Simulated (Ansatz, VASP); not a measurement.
**AlCu4: VASP beside Ansatz**

```xyz
20
Lattice="6.1830 0.0000 0.0000 0.0000 6.1830 0.0000 0.0000 0.0000 6.1830" Properties=species:S:1:pos:R:3 pbc="T T T"
Al    2.7192    5.8107    3.4638
Al    5.8107    3.4638    2.7192
Al    3.4638    2.7192    5.8107
Al    0.3723    0.3723    0.3723
Cu    4.9998    1.9083    1.1832
Cu    1.9083    1.1832    4.9998
Cu    1.1832    4.9998    1.9083
Cu    4.2746    4.2746    4.2746
Cu    0.2948    5.4124    4.3335
Cu    1.8495    3.3862    3.8621
Cu    2.3209    4.9410    5.8882
Cu    3.3862    3.8621    1.8495
Cu    4.9410    5.8882    2.3209
Cu    5.4124    4.3335    0.2948
Cu    5.8882    2.3209    4.9410
Cu    4.3335    0.2948    5.4124
Cu    3.8621    1.8495    3.3862
Cu    2.7967    0.7706    1.2420
Cu    1.2420    2.7967    0.7706
Cu    0.7706    1.2420    2.7967
```

Alike in both runs: functional r2SCAN; k mesh 6 × 6 × 6; occupations gaussian, width 0.1 eV; no spin polarisation.

Ansatz relaxed the structure, and its values are those at the end. VASP's run is a single point on that final structure, the one shown.

```csv
,VASP,Ansatz
version,VASP 6.6.1,Ansatz 0.2.0
potentials or method,"VASP PAW PBE potentials, release 64 (Al, Cu), cutoff 520 eV","scalar-relativistic, plane waves, PAW"
valence electrons in the cell,188,316
```

```tsv
	VASP	Ansatz	Ansatz less VASP
gap on the k mesh at the Fermi level (eV)	none	none	-
pressure (GPa)	5.1	4.8	-0.32
rms of the force components (eV/Å)	0.010	0.005	-0.0047
```

VASP's potentials were made for PBE, not for r2SCAN. A gap of «none» marks a metal or a gap that the smearing closes. VASP's potentials hold 188 valence electrons a cell and Ansatz's 316, so a difference there can come from the potentials and not from the codes. Ansatz's warnings: stress scf threshold loose.
